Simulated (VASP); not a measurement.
Runs of VASP 6.6.1 on SiO2. The structure is that of space group P6_222 (No. 180), or close to it. The cells are those of the table. 

| cell | gap on the mesh (eV) | pressure (GPa) | largest force (eV/Å) |
| --- | --- | --- | --- |
| a = 4.697, b = 4.697, c = 6.031 Å, angles 90.0, 90.0, 120.0°, 9 atoms | (b) | 16.0 | 0.88 |
| a = 5.105, b = 5.105, c = 5.361 Å, angles 90.0, 90.0, 120.0°, 9 atoms | (c) | 7.7 | 0.26 |
| a = 4.901, b = 4.901, c = 6.031 Å, angles 90.0, 90.0, 120.0°, 9 atoms | 5.23 | -0.3 | 0.13 |
| a = 4.697, b = 4.697, c = 5.361 Å, angles 90.0, 90.0, 120.0°, 9 atoms | 6.38 | (a) | 2.11 |
| a = 4.697, b = 4.697, c = 5.585 Å, angles 90.0, 90.0, 120.0°, 9 atoms | 6.15 | 39.7 | 1.64 |
| a = 4.697, b = 4.697, c = 5.138 Å, angles 90.0, 90.0, 120.0°, 9 atoms | 6.55 | (d) | 2.65 |
| a = 4.901, b = 4.901, c = 5.361 Å, angles 90.0, 90.0, 120.0°, 9 atoms | 6.18 | 27.4 | 1.07 |
| a = 4.901, b = 4.901, c = 5.808 Å, angles 90.0, 90.0, 120.0°, 9 atoms | 5.63 | 7.5 | 0.39 |

Alike in all rows: task single point; level PBE; potentials or basis VASP PAW PBE potentials, release 64 (Si, O); no spin polarisation; k mesh 6 × 6 × 4; cutoff (eV) 520; smearing gaussian 0.05 eV.

Q: Fill in the values left out.

A: (a) 54.4; (b) 5.44; (c) 5.78; (d) 71.5.

Caveats: the cell stands under pressure (at least some runs); forces of over 1 eV/Å act on the atoms, so gaps and moduli don't describe the material at rest (at least some runs); the stress differs along the axes, from 8 to 20 GPa (at least some runs); the stress differs along the axes, from -7 to 3 GPa (at least some runs); the stress differs along the axes, from 4 to 9 GPa (at least some runs).

A k mesh can miss the band edges.
